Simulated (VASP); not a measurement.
# Al in VASP: a series of runs

Runs on Al. Level: PBE. Tasks: single point.

Program: VASP 6.6.1. These are calculated values, not measurements. Logs are shortened: lines on timing, memory, paths and dates and some standing lists are left out, and cuts for length are marked.

**1. The cell of the first run**

Symmetry: Fm-3m, No. 225, cubic system. Conventional cell: a = 4.169 Å, b = 4.169 Å, c = 4.169 Å, α = 90.00°, β = 90.00°, γ = 90.00°. Al (site symmetry m-3m) has 12 Al at 2.95 Å within 3.9 Å.

**2. Single point, PBE (strain +0.030 along x and y, +0.030 along z)**

Contents of INCAR:

```
SYSTEM = Al
PREC     = Accurate       ! precision mode
ENCUT    = 520            ! plane-wave cutoff, eV
EDIFF    = 1E-6           ! SCF threshold, eV
ISMEAR   = 0              ! smearing method
SIGMA    = 0.15           ! smearing width, eV
LREAL    = .FALSE.        ! projectors in reciprocal space
LASPH    = .TRUE.         ! aspherical terms in the spheres
NELM     = 60             ! most SCF steps
ALGO     = Fast           ! electronic algorithm
ISIF     = 2              ! what is computed and relaxed
LWAVE    = .FALSE.        ! write WAVECAR
LCHARG   = .FALSE.        ! write CHGCAR
GGA      = PE             ! functional
NBANDS   = 8              ! bands
```

Contents of KPOINTS:

```
Automatic mesh
0
G
  20 20 20
  0 0 0
```

Contents of POSCAR:

```
Al
1.0
    0.0000000000      2.0846994000      2.0846994000
    2.0846994000      0.0000000000      2.0846994000
    2.0846994000      2.0846994000      0.0000000000
Al
1
Direct
    0.0000000000      0.0000000000      0.0000000000
```

Potentials or basis: VASP PAW PBE potentials, release 64 (Al).

Command:

```bash
$ cat potpaw_PBE.64/Al/POTCAR > POTCAR
$ mpirun -np 1 vasp_std > vasp.out
```

OUTCAR:

```text
SYSTEM = Al
   PREC = Accurate
   ENCUT = 520
   EDIFF = 1E-6
   ISMEAR = 0
   LREAL = .FALSE.
   LASPH = .TRUE.
   NELM = 60
   ISIF = 2
   GGA = PE

 ion  position               nearest neighbor table
   1  0.000  0.000  0.000-

  LATTYP: Found a face centered cubic cell.
 ALAT       =     4.1693988000

  Lattice vectors:

 A1 = (   0.0000000000,   2.0846994000,   2.0846994000)
 A2 = (   2.0846994000,   0.0000000000,   2.0846994000)
 A3 = (   2.0846994000,   2.0846994000,   0.0000000000)

Analysis of symmetry for initial positions (statically):
=====================================================================
 Subroutine PRICEL returns:
 Original cell was already a primitive cell.

 Routine SETGRP: Setting up the symmetry group for a
 face centered cubic supercell.

 Subroutine GETGRP returns: Found 48 space group operations
 (whereof 48 operations were pure point group operations)
 out of a pool of 48 trial point group operations.

The static configuration has the point symmetry O_h .

Analysis of symmetry for dynamics (positions and initial velocities):
=====================================================================
 Subroutine PRICEL returns:
 Original cell was already a primitive cell.

 Routine SETGRP: Setting up the symmetry group for a
 face centered cubic supercell.

 Subroutine GETGRP returns: Found 48 space group operations
 (whereof 48 operations were pure point group operations)
 out of a pool of 48 trial point group operations.

The dynamic configuration has the point symmetry O_h .

 Subroutine INISYM returns: Found 48 space group operations
 (whereof 48 operations are pure point group operations),
 and found     1 'primitive' translations

----------------------------------------------------------------------------------------

                                     Primitive cell

  volume of cell :      18.1201

  direct lattice vectors                    reciprocal lattice vectors
     0.000000000  2.084699400  2.084699400    -0.239842732  0.239842732  0.239842732
     2.084699400  0.000000000  2.084699400     0.239842732 -0.239842732  0.239842732
     2.084699400  2.084699400  0.000000000     0.239842732  0.239842732 -0.239842732

  length of vectors
     2.948210165  2.948210165  2.948210165     0.415419798  0.415419798  0.415419798

  position of ions in fractional coordinates (direct lattice)
     0.000000000  0.000000000  0.000000000

  ion indices of the primitive-cell ions
   primitive index   ion index
                 1           1

----------------------------------------------------------------------------------------

 KPOINTS: Automatic mesh

Automatic generation of k-mesh.
 Grid dimensions read from file:
 generate k-points for:   20   20   20

 Generating k-lattice:

  Cartesian coordinates                     Fractional coordinates (reciprocal lattice)
    -0.011992137  0.011992137  0.011992137     0.050000000  0.000000000  0.000000000
     0.011992137 -0.011992137  0.011992137     0.000000000  0.050000000  0.000000000
     0.011992137  0.011992137 -0.011992137     0.000000000  0.000000000  0.050000000

  Length of vectors
     0.020770990  0.020770990  0.020770990

  Shift w.r.t. Gamma in fractional coordinates (k-lattice)
     0.000000000  0.000000000  0.000000000

 Subroutine IBZKPT returns following result:
 ===========================================

 Found    256 irreducible k-points:

 Following reciprocal coordinates:
            Coordinates               Weight
  0.000000  0.000000  0.000000      1.000000
  0.050000  0.000000  0.000000      8.000000
  0.100000  0.000000  0.000000      8.000000
  0.150000  0.000000  0.000000      8.000000
  0.200000  0.000000  0.000000      8.000000
  0.250000  0.000000  0.000000      8.000000
[... 16 lines left out ...]
 -0.400000  0.050000  0.000000     24.000000
 -0.350000  0.050000  0.000000     24.000000
 [... further k-points ...]
   k-points           NKPTS =    256   k-points in BZ     NKDIM =    256   number of bands    NBANDS=      8
   number of dos      NEDOS =    301   number of ions     NIONS =      1
   total plane-waves  NPLWV =  13824
   dimension x,y,z NGX =    24 NGY =   24 NGZ =   24
   dimension x,y,z NGXF=    48 NGYF=   48 NGZF=   48
   ions per type =               1
   NGX,Y,Z   is equivalent  to a cutoff of  13.53, 13.53, 13.53 a.u.
   NGXF,Y,Z  is equivalent  to a cutoff of  27.07, 27.07, 27.07 a.u.
 SYSTEM =  Al
   PREC   = accura    normal or accurate (medium, high low for compatibility)
   ISTART =      0    job   : 0-new  1-cont  2-samecut
   ICHARG =      2    charge: 1-file 2-atom 10-const
   ISPIN  =      1    spin polarized calculation?
   LNONCOLLINEAR =      F non collinear calculations
   LSORBIT =      F    spin-orbit coupling
   LASPH  =      T    aspherical Exc in radial PAW
   ENCUT  =  520.0 eV  38.22 Ry    6.18 a.u.   5.48  5.48  5.48*2*pi/ulx,y,z
   NELM   =     60;   NELMIN=  2; NELMDL= -5     # of ELM steps
   EDIFF  = 0.1E-05   stopping-criterion for ELM
   LREAL  =      F    real-space projection
   EDIFFG = 0.1E-04   stopping-criterion for IOM
   NSW    =      0    number of steps for IOM
   IBRION =     -1    ionic relax: 0-MD 1-quasi-New 2-CG
   NFREE  =      0    steps in history (QN), initial steepest desc. (CG)
   ISIF   =      2    stress and relaxation
   ISYM   =      2    0-nonsym 1-usesym 2-fastsym
   POTIM  = 0.5000    time-step for ionic-motion
   TEBEG  =    0.0;   TEEND  =   0.0 temperature during run
   PSTRESS=    0.0 pullay stress
   NELECT =       3.0000    total number of electrons
   NUPDOWN=      -1.0000    fix difference up-down
   EMIN   =  10.00;   EMAX   =-10.00  energy-range for DOS
   EFERMI =   0.00;   METHOD = LEGACY
   ISMEAR =     0;   SIGMA  =   0.15  broadening in eV -4-tet -1-fermi 0-gaus
   EFERMI_NEDOS =   21; number of points for ismear=-14 and -15
   IALGO  =     68    algorithm
   IMIX   =      4    mixing-type and parameters
     AMIX     =   0.40;   BMIX     =  1.00
     AMIX_MAG =   1.60;   BMIX_MAG =  1.00
  volume/ion in A,a.u.               =      18.12       122.28
  Fermi-wavevector in a.u.,A,eV,Ry     =   0.898935  1.698742 10.994662  0.808085
  Thomas-Fermi vector in A             =   2.021707
   LORBIT       =      0    0 simple, 1 ext, 2 COOP (PROOUT), +10 PAW based schemes
   GGA     = PE    functional components
   LHFCALC =     F    Hartree Fock is set to
   AEXX    =    0.0000 exact exchange contribution
   IVDW    =     0    specifies the selected vdW correction
   LEPSILON=     F    determine dielectric tensor
   LRPA    =     F    only Hartree local field effects (RPA)
 non-spin polarized calculation
 RMM-DIIS sequential band-by-band and
 Gauss-broadening in eV      SIGMA  =   0.15
  energy-cutoff  :      520.00
  volume of cell :       18.12
 maximum number of plane-waves:       531
 NGX is ok and might be reduce to    24
   NGX = 11   NGY = 11   NGZ = 11

 number of electron       3.0000000 magnetization

 Free energy of the ion-electron system (eV)
  ---------------------------------------------------
  ext. energy  EPLUGINS =         0.00000000
  ---------------------------------------------------
  free energy    TOTEN  =        -3.71532268 eV

  energy without entropy =       -3.71031459  energy(sigma->0) =       -3.71281863

 E-fermi :   7.0826     XC(G=0):  -9.8624

 val. band max:        7.0782912494   @ k =  -0.4000   0.4000   0.0000
 cond. band min:       7.1011910258   @ k =  -0.3500   0.4000   0.1000
 fundamental gap:      0.0228997764
 Fermi energy:         7.0825711657

 k-point     1 :       0.0000    0.0000    0.0000
  band No.  band energies     occupation
      1      -3.4463      2.00000
      2      19.1697      0.00000
      3      19.1697      0.00000
      4      19.1697      0.00000
      5      19.9828      0.00000
      6      19.9828      0.00000
      7      19.9828      0.00000
      8      22.8607      0.00000

 k-point     2 :       0.0500    0.0000    0.0000
  band No.  band energies     occupation
      1      -3.3824      2.00000
      2      17.7850      0.00000
      3      18.8029      0.00000
      4      18.8029      0.00000
      5      20.4450      0.00000
      6      20.4450      0.00000
      7      20.6708      0.00000
      8      23.5109      0.00000

 k-point     3 :       0.1000    0.0000    0.0000
  band No.  band energies     occupation
      1      -3.1910      2.00000
      2      15.8887      0.00000
      3      18.2918      0.00000
      4      18.2918      0.00000
      5      20.8661      0.00000
      6      21.2205      0.00000
      7      21.2205      0.00000
      8      24.3043      0.00000

 k-point     4 :       0.1500    0.0000    0.0000
  band No.  band energies     occupation
      1      -2.8725      2.00000
      2      13.9705      0.00000
      3      17.8556      0.00000
      4      17.8556      0.00000
      5      20.7843      0.00000
      6      21.9117      0.00000
      7      21.9117      0.00000
      8      23.5762      0.00000

 k-point     5 :       0.2000    0.0000    0.0000
  band No.  band energies     occupation
      1      -2.4277      2.00000
      2      12.1010      0.00000
      3      17.5188      0.00000
      4      17.5188      0.00000
      5      20.6503      0.00000
      6      21.7287      0.00000
      7      21.7287      0.00000
      8      23.8527      0.00000
[... 177 lines left out ...]
 k-point    22 :      -0.4500    0.0500    0.0000
  band No.  band energies     occupation
      1       2.0759      2.00000
      2       3.7127      2.00000
      3      16.1629      0.00000
      4      17.0730      0.00000
      5      18.4574      0.00000
      6      18.6806      0.00000
      7      21.4962      0.00000
      8      22.5078      0.00000

 k-point    23 :      -0.4000    0.0500    0.0000
  band No.  band energies     occupation
      1       0.9825      2.00000
      2       5.0706      2.00000
      3      15.9213      0.00000
      4      17.5140      0.00000
      5      18.4957      0.00000
      6      18.9595      0.00000
      7      21.2468      0.00000
      8      22.9943      0.00000

 k-point    24 :      -0.3500    0.0500    0.0000
  band No.  band energies     occupation
      1       0.0067      2.00000
      2       6.5369      2.00000
      3      15.7887      0.00000
      4      17.9061      0.00000
      5      18.5750      0.00000
      6      19.5685      0.00000
      7      21.0723      0.00000
      8      23.6035      0.00000

 [... further k-points ...]

------------------------ aborting loop because EDIFF is reached ----------------------------------------

  FORCE on cell =-STRESS in cart. coord.  units (eV):
  Direction    XX          YY          ZZ          XY          YZ          ZX
  --------------------------------------------------------------------------------------
  -------------------------------------------------------------------------------------
  Total       -0.6566916     -0.6566916     -0.6566916      0.0000000     -0.0000000      0.0000000
  in kB      -58.0646344    -58.0646344    -58.0646344      0.0000000     -0.0000000      0.0000000
  external PRESSURE =     -58.0646344 kB  Pullay stress =       0.0000000 kB

 VOLUME and BASIS-vectors are now :
 -----------------------------------------------------------------------------
  energy-cutoff  :      520.00
  volume of cell :       18.12
      direct lattice vectors                 reciprocal lattice vectors
     0.000000000  2.084699400  2.084699400    -0.239842732  0.239842732  0.239842732
     2.084699400  0.000000000  2.084699400     0.239842732 -0.239842732  0.239842732
     2.084699400  2.084699400  0.000000000     0.239842732  0.239842732 -0.239842732

 POSITION                                       TOTAL-FORCE (eV/Angst)
 -----------------------------------------------------------------------------------
      0.00000      0.00000      0.00000         0.000000      0.000000      0.000000
 -----------------------------------------------------------------------------------
    total drift:                                0.000000     -0.000000     -0.000000

  FREE ENERGIE OF THE ION-ELECTRON SYSTEM (eV)
  ---------------------------------------------------
  free  energy   TOTEN  =        -3.7153226755 eV

  energy  without entropy=       -3.7103145936  energy(sigma->0) =       -3.71281863
```

It took 34 s on 1 thread of Intel Xeon 8259CL, shared host; peak memory 0.16 GiB.

What came out:

* Free energy: -3.7153 eV
* Pressure: -5.8 GPa
* Band gap on the k mesh: zero (an odd number of electrons rules out a gap without spin polarisation)

Caveat: the cell differs from its parent crystal (strain +0.030 along x and y, +0.030 along z); the cell stands under tension.

**3. Single point, PBE (strain -0.030 along x and y, -0.015 along z)**

Contents of INCAR:

```
SYSTEM = Al
PREC = Accurate
ENCUT = 520
EDIFF = 1E-6
ISMEAR = 0
SIGMA = 0.15
LREAL = .FALSE.
LASPH = .TRUE.
NELM = 100
ALGO = Fast
ISIF = 2
LWAVE = .FALSE.
LCHARG = .TRUE.
GGA = PE
LELF = .TRUE.
LVHAR = .TRUE.
NBANDS = 8
```

Contents of KPOINTS:

```
regular mesh
0
G
  20 20 20
  0 0 0
```

Contents of POSCAR:

```
Al
1.0
    0.0000000000      1.9632606000      1.9936203000
    1.9632606000      0.0000000000      1.9936203000
    1.9632606000      1.9632606000      0.0000000000
Al
1
Direct
    0.0000000000      0.0000000000      0.0000000000
```

Potentials or basis: VASP PAW PBE potentials, release 64 (Al).

Command:

```bash
$ cat potpaw_PBE.64/Al/POTCAR > POTCAR
$ mpirun -np 1 vasp_std > vasp.out
```

Run time: 95 s. Hardware: 1 thread of Intel Xeon 8259CL, shared host; peak memory 0.19 GiB.

Results (log left out):

```yaml
Free_energy: -3.7268 eV
Pressure: 6.4 GPa
Band_gap_on_the_k_mesh: zero (an odd number of electrons rules out a gap without spin polarisation)
```

Stress tensor (GPa, compression positive):
```
6.62 0.00 0.00
0.00 6.62 0.00
0.00 0.00 5.87
```

Levels at points of the mesh, in eV from the Fermi level:
```tsv
k point	band 1	band 2	band 3	band 4
(0.00, 0.00, 0.00)	-11.68	12.87	13.04	13.04
(0.50, 0.00, 0.00)	-4.92	-4.52	11.57	11.93
(0.50, 0.50, 0.00)	-3.29	-1.88	5.36	6.10
(0.50, 0.00, 0.50)	-3.06	-1.56	5.17	5.75
```

Caveat: the cell differs from its parent crystal (strain -0.030 along x and y, -0.015 along z); the cell stands under pressure.

**4. Single point, PBE (strain -0.030 along x and y, +0.000 along z)**

Contents of INCAR:

```
PREC = Accurate
ENCUT = 520
EDIFF = 1E-7
ISMEAR = 0
SIGMA = 0.15
LREAL = F
LASPH = T
NELM = 80
ALGO = Normal
ISIF = 2
LWAVE = F
LCHARG = F
GGA = PE
NBANDS = 8
```

Contents of KPOINTS:

```
regular mesh
0
Gamma
  20 20 20
```

Contents of POSCAR:

```
Al
1.0
    0.0000000000      1.9632606000      2.0239800000
    1.9632606000      0.0000000000      2.0239800000
    1.9632606000      1.9632606000      0.0000000000
Al
1
Direct
    0.0000000000      0.0000000000      0.0000000000
```

Command:

```bash
$ cat potpaw_PBE.64/Al/POTCAR > POTCAR
$ mpirun -np 1 vasp_std > vasp.out
```

Wall time 85 s (1 thread of Intel Xeon 8259CL, shared host); peak memory 0.19 GiB.

Results (log left out):

```yaml
Free_energy: -3.7337 eV
Pressure: 4.9 GPa
Band_gap_on_the_k_mesh: zero (an odd number of electrons rules out a gap without spin polarisation)
```

Stress tensor (GPa, compression positive):
```
5.54 0.00 0.00
0.00 5.54 0.00
0.00 0.00 3.56
```

Levels at points of the mesh, in eV from the Fermi level:
```
           k point  band 1  band 2  band 3  band 4
(0.00, 0.00, 0.00)  -11.56   12.68   13.03   13.03
(0.50, 0.00, 0.00)   -4.85   -4.49   11.31   11.53
(0.50, 0.50, 0.00)   -3.39   -2.07    5.48    6.23
(0.50, 0.00, 0.50)   -2.93   -1.44    5.13    5.54
```

Caveat: the cell differs from its parent crystal (strain -0.030 along x and y, +0.000 along z); the cell stands under pressure.

**5. Single point, PBE (strain -0.015 along x and y, -0.030 along z)**

Contents of INCAR:

```
ALGO = Fast ; EDIFF = 1E-6
ENCUT = 520 ; GGA = PE
ISIF = 2 ; ISMEAR = 0
LASPH = T ; LCHARG = T
LELF = T ; LREAL = F
LVHAR = T ; LWAVE = F
NBANDS = 8 ; NELM = 60
PREC = Accurate ; SIGMA = 0.15
```

Contents of KPOINTS:

```
k-points
0
Gamma
  20 20 20
```

Contents of POSCAR:

```
Al
1.0
    0.0000000000      1.9936203000      1.9632606000
    1.9936203000      0.0000000000      1.9632606000
    1.9936203000      1.9936203000      0.0000000000
Al
1
Direct
    0.0000000000      0.0000000000      0.0000000000
```

Command:

```bash
$ cat potpaw_PBE.64/Al/POTCAR > POTCAR
$ mpirun -np 1 vasp_std > vasp.out
```

Run time: 86 s. Hardware: 1 thread of Intel Xeon 8259CL, shared host; peak memory 0.19 GiB.

It converged, with:

```yaml
Free_energy: -3.7351 eV
Pressure: 4.8 GPa
Band_gap_on_the_k_mesh: zero (an odd number of electrons rules out a gap without spin polarisation)
```

Stress tensor (GPa, compression positive):
```
4.64 0.00 0.00
0.00 4.64 0.00
0.00 0.00 5.13
```

Levels at points of the mesh, in eV from the Fermi level:
| k point | band 1 | band 2 | band 3 | band 4 |
| --- | --- | --- | --- | --- |
| (0.00, 0.00, 0.00) | -11.56 | 12.84 | 12.84 | 13.01 |
| (0.50, 0.00, 0.00) | -4.86 | -4.49 | 11.51 | 11.78 |
| (0.50, 0.50, 0.00) | -2.94 | -1.44 | 5.11 | 5.63 |
| (0.50, 0.00, 0.50) | -3.17 | -1.76 | 5.30 | 5.87 |

Caveat: the cell differs from its parent crystal (strain -0.015 along x and y, -0.030 along z); the cell stands under pressure.

**6. Single point, PBE (strain -0.030 along x and y, +0.015 along z)**

Contents of INCAR:

```
SYSTEM = Al
PREC     = Accurate       ! precision mode
ENCUT    = 520            ! plane-wave cutoff, eV
EDIFF    = 1E-7           ! SCF threshold, eV
ISMEAR   = 0              ! smearing method
SIGMA    = 0.15           ! smearing width, eV
LREAL    = .FALSE.        ! projectors in reciprocal space
LASPH    = .TRUE.         ! aspherical terms in the spheres
NELM     = 80             ! most SCF steps
ALGO     = Normal         ! electronic algorithm
ISIF     = 2              ! what is computed and relaxed
LWAVE    = .FALSE.        ! write WAVECAR
LCHARG   = .FALSE.        ! write CHGCAR
GGA      = PE             ! functional
NBANDS   = 8              ! bands
```

Contents of KPOINTS:

```
Automatic mesh
0
G
  20 20 20
  0 0 0
```

Contents of POSCAR:

```
Al
1.0
    0.0000000000      1.9632606000      2.0543397000
    1.9632606000      0.0000000000      2.0543397000
    1.9632606000      1.9632606000      0.0000000000
Al
1
Direct
    0.0000000000      0.0000000000      0.0000000000
```

Potentials or basis: VASP PAW PBE potentials, release 64 (Al).

Command:

```bash
$ cat potpaw_PBE.64/Al/POTCAR > POTCAR
$ mpirun -np 1 vasp_std > vasp.out
```

Run time: 81 s. Hardware: 1 thread of Intel Xeon 8259CL, shared host; peak memory 0.19 GiB.

The run converged. Its results:

```yaml
Free_energy: -3.7374 eV
Pressure: 3.5 GPa
Band_gap_on_the_k_mesh: zero (an odd number of electrons rules out a gap without spin polarisation)
```

Stress tensor (GPa, compression positive):
```
4.51 0.00 0.00
0.00 4.51 0.00
0.00 0.00 1.55
```

Levels at points of the mesh, in eV from the Fermi level:
```csv
k point,band 1,band 2,band 3,band 4,band 5
"(0.00, 0.00, 0.00)",-11.44,12.51,13.03,13.03,14.60
"(0.50, 0.00, 0.00)",-4.78,-4.45,11.05,11.14,12.17
"(0.50, 0.50, 0.00)",-3.47,-2.25,5.61,6.35,6.35
"(0.50, 0.00, 0.50)",-2.81,-1.32,5.09,5.34,5.66
```

Caveat: the cell differs from its parent crystal (strain -0.030 along x and y, +0.015 along z); the cell stands under pressure.

**7. Summary**

```tsv
cell	gap on the mesh (eV)	pressure (GPa)
a = 2.948 Å, angles 60.0°, 1 atom	none	-5.8
a = 2.798, b = 2.798, c = 2.776 Å, angles 60.3, 60.3, 59.5°, 1 atom	none	6.4
a = 2.820, b = 2.820, c = 2.776 Å, angles 60.5, 60.5, 59.0°, 1 atom	none	4.9
a = 2.798, b = 2.798, c = 2.819 Å, angles 59.7, 59.7, 60.5°, 1 atom	none	4.8
a = 2.842, b = 2.842, c = 2.776 Å, angles 60.8, 60.8, 58.5°, 1 atom	none	3.5
```

Alike in all rows: task single point; level PBE; potentials or basis VASP PAW PBE potentials, release 64 (Al); no spin polarisation; k mesh 20 × 20 × 20; cutoff (eV) 520; smearing gaussian 0.15 eV.

Caveats: the cell stands under pressure (at least some runs); the cell stands under tension (at least some runs).

Absolute energies hang on the potentials; compare differences alone.

The gap in the log of VASP goes by the Fermi energy; the results here count the filled bands.